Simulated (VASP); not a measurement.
The system is MgO (Periclase).

```
CELL_PARAMETERS angstrom
2.98187 0.00000 0.00000
1.49093 2.58237 0.00000
1.49093 0.86079 2.43469
ATOMIC_POSITIONS crystal
Mg 0.00000 0.00000 0.00000
O 0.50000 0.50000 0.50000
```

Base run:

```yaml
Program: VASP 6.6.1
Functional: BLYP
Potentials_or_basis: VASP PAW PBE potentials, release 64 (Mg, O)
Cutoff: 600 eV
k_mesh: 8 × 8 × 8
Occupations: fermi-dirac, width 0.02 eV
Spin: no spin polarisation
```

Its results: band gap on the k mesh 4.98 eV, direct; pressure 5.6 GPa.

Task: The run is repeated on the same cell with these changes: functional from BLYP to r2SCAN; cutoff from 600 eV to 660 eV. What comes out?

Result: Band gap on the k mesh 5.57 eV, direct; pressure -2.9 GPa.

r2SCAN gives the wider gap, since meta-GGAs in the generalised Kohn-Sham scheme recover part of the derivative discontinuity.

Caveats: the PAW data sets were made with another functional, which shifts forces and pressure a little.

